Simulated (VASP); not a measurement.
The system is GaSi3S2.

```
CELL_PARAMETERS angstrom
4.50199 0.00000 0.00000
-2.25099 3.89883 0.00000
0.00000 0.00000 5.63762
ATOMIC_POSITIONS crystal
Ga 0.00000 0.00000 0.50000
Si 0.33333 0.66667 0.72378
Si 0.66667 0.33333 0.27622
Si 0.00000 0.00000 0.00000
S 0.33333 0.66667 0.21914
S 0.66667 0.33333 0.78086
```

The cell was built from a structure type or drawn by symmetry, and may not be a known phase.

```yaml
Program: VASP 6.6.1
Task: relaxation of cell and atoms
Functional: PBE
Potentials_or_basis: VASP PAW PBE potentials, release 64 (Ga_d, Si, S)
Cutoff: 600 eV
k_mesh: 6 × 6 × 4
Occupations: gaussian, width 0.1 eV
Spin: no spin polarisation
```

At the start: pressure 1.6 GPa; volume 16.49 Å³/atom.

Problem. How do energy, volume and symmetry change on relaxing?

Solution. Over 31 steps the energy falls by 155.8 meV/atom and the volume is 17.65 Å³/atom (+7.0 %); space group P-3m1 (No. 164, to 0.1 Å) before and after.

Step by step:
| step | energy change (eV) | largest force (eV/Å) | pressure (GPa) | volume (Å³) |
| --- | --- | --- | --- | --- |
| 1 | 0.0000 | 0.7200 | 1.59 | 98.95 |
| 2 | -0.1819 | 0.7784 | -0.15 | 101.27 |
| 3 | -0.5494 | 0.9785 | -3.11 | 107.96 |
| 4 | 1.6096 | 5.7338 | 8.46 | 119.85 |
| 5 | -0.5041 | 0.9567 | -3.39 | 108.59 |
| 6 | -0.5406 | 0.9807 | -3.49 | 110.50 |
| 7 | -0.6280 | 0.4758 | -1.78 | 109.62 |
| 8 | -0.6297 | 0.3605 | -1.46 | 109.49 |
| 9 | -0.7030 | 0.3496 | -0.95 | 108.33 |
| 10 | -0.8459 | 0.2041 | 0.95 | 104.78 |
| 11 | -0.6855 | 0.8322 | 7.20 | 97.47 |
| 12 | -0.8635 | 0.3135 | 2.30 | 102.92 |
| 13 | -0.8995 | 0.3347 | 0.52 | 105.03 |
| 14 | -0.9006 | 0.3704 | 0.15 | 105.56 |
| 15 | -0.9123 | 0.2637 | -0.03 | 106.37 |
| 16 | -0.9191 | 0.1238 | -0.10 | 107.28 |
| 17 | -0.9199 | 0.0660 | -0.18 | 107.73 |
| 18 | -0.9215 | 0.1228 | 0.09 | 107.38 |
| 19 | -0.9225 | 0.1734 | 0.30 | 107.06 |
| 20 | -0.9234 | 0.1660 | 0.24 | 107.05 |
| 21 | -0.9257 | 0.1425 | 0.18 | 107.00 |
| 22 | -0.9284 | 0.0954 | 0.09 | 106.90 |
| 23 | -0.9264 | 0.0806 | -0.15 | 106.69 |
| 24 | -0.9288 | 0.0686 | -0.01 | 106.84 |
| 25 | -0.9305 | 0.0877 | -0.13 | 106.80 |
| 26 | -0.9314 | 0.1384 | -0.32 | 106.76 |
| 27 | -0.9330 | 0.1074 | -0.11 | 106.41 |
| 28 | -0.9341 | 0.0710 | 0.11 | 105.99 |
| 29 | -0.9335 | 0.0488 | 0.54 | 105.15 |
| 30 | -0.9344 | 0.0498 | 0.21 | 105.74 |
| 31 | -0.9350 | 0.0307 | 0.14 | 105.90 |

Final structure:
```
Ga Si S
1.0
     4.73055    0.00000    0.00000
    -2.36528    4.09678    0.00000
     0.00000    0.00000    5.46441
Ga Si S
1 3 2
Cartesian
  -2.3653 4.0968 2.7322
  0.0000 2.7312 4.0783
  2.3653 1.3656 1.3861
  -2.3653 4.0968 0.0000
  0.0000 2.7312 0.8150
  2.3653 1.3656 4.6494
```
